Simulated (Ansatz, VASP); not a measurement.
## TlBi4 in VASP and in Ansatz

```
Bi Tl
1.0
    10.07029    0.00000    0.00000
     0.00000   10.07029    0.00000
     0.00000    0.00000    5.03514
Bi Tl
12 3
Direct
  0.00000 0.22816 0.50000
  0.22816 0.00000 0.50000
  0.24172 0.24172 0.00000
  0.00000 0.77184 0.50000
  0.26239 0.50000 0.50000
  0.24172 0.75828 0.00000
  0.50000 0.26239 0.50000
  0.77184 0.00000 0.50000
  0.75828 0.24172 0.00000
  0.50000 0.73761 0.50000
  0.73761 0.50000 0.50000
  0.75828 0.75828 0.00000
  0.00000 0.50000 0.00000
  0.50000 0.00000 0.00000
  0.50000 0.50000 0.00000
```

Alike in both runs: functional LDA; k mesh 2 × 2 × 3; occupations fermi-dirac, width 0.1 eV; no spin polarisation.

Ansatz relaxed the structure, and its values are those at the end. VASP's run is a single point on that final structure, the one shown.

```csv
,VASP,Ansatz
version,VASP 6.6.1,Ansatz 0.2.0
potentials or method,"VASP PAW LDA potentials, release 64 (Bi_d, Tl_d), cutoff 400 eV","plane waves, PAW"
valence electrons in the cell,219,219
```

Ansatz gave:

* gap on the k mesh at the Fermi level (eV): none
* rms of the force components (eV/Å): 0.003

Problem. Which values does VASP return?

Solution. gap on the k mesh at the Fermi level (eV): none; rms of the force components (eV/Å): 0.007.

LDA's correlation is that of Perdew and Zunger in VASP and of Perdew and Wang (1992) in Ansatz. A gap of «none» marks a metal or a gap that the smearing closes.

The k mesh is coarse, so the values compare programs but aren't converged. Neither program's run includes spin-orbit coupling.
